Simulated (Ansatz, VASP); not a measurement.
Two plane-wave programs on HfN

The input INCAR:

```
PREC = Accurate
ENCUT = 520
EDIFF = 1E-6
ISMEAR = 0
SIGMA = 0.15
LREAL = False
LASPH = True
NELM = 60
ALGO = Normal
ISIF = 2
LWAVE = False
LCHARG = False
GGA = PE
NBANDS = 14
```

KPOINTS

```
regular mesh
0
Gamma
  18 18 18
```

POSCAR

```
HfN
1.0
    0.0000000000      2.2590000000      2.3267700000
    2.2590000000      0.0000000000      2.3267700000
    2.2590000000      2.2590000000      0.0000000000
Hf N
1 1
Direct
    0.0000000000      0.0000000000      0.0000000000
    0.5000000000      0.5000000000      0.5000000000
```

Input for Ansatz:

```yaml
crystal:
  lattice:
    - [0.0, 2.259, 2.32677]
    - [2.259, 0.0, 2.32677]
    - [2.259, 2.259, 0.0]
  atoms:
    - { symbol: Hf, position: [0.0, 0.0, 0.0] }
    - { symbol: "N", position: [0.5, 0.5, 0.5] }
basis:
  ecutwfc: 420
kpoints:
  mp_grid: { grid: [18, 18, 18] }
hamiltonian:
  xc: pbe
scf:
  occupations: { method: gaussian, width: 0.15 }
output:
  forces: true
  stress: true
  eigenvalues: true
```

Change from the starting cell: strain +0.000 along x and y, +0.030 along z, atoms carried along.

Alike in both runs: task single point; functional PBE; k mesh 18 × 18 × 18; occupations gaussian, width 0.15 eV; no spin polarisation.

```csv
,VASP,Ansatz
version,VASP 6.6.1,Ansatz 0.2.0
potentials or method,"VASP PAW PBE potentials, release 64 (Hf_pv, N), cutoff 520 eV","scalar-relativistic, plane waves, PAW"
valence electrons in the cell,15,31
```

|  | VASP | Ansatz | Ansatz less VASP |
| --- | --- | --- | --- |
| gap on the k mesh at the Fermi level (eV) | none | none | - |
| pressure (GPa) | -4.3 | -2.0 | +2.30 |
| traceless stress, the component that is largest in VASP (GPa) | -8.02 | -8.14 | -0.127 |

A gap of «none» marks a metal or a gap that the smearing closes. With one functional, cell and mesh, what is left measures potentials, basis and numerics. VASP's potentials hold 15 valence electrons a cell and Ansatz's 31, so a difference there can come from the potentials and not from the codes.

Neither program's run includes spin-orbit coupling.
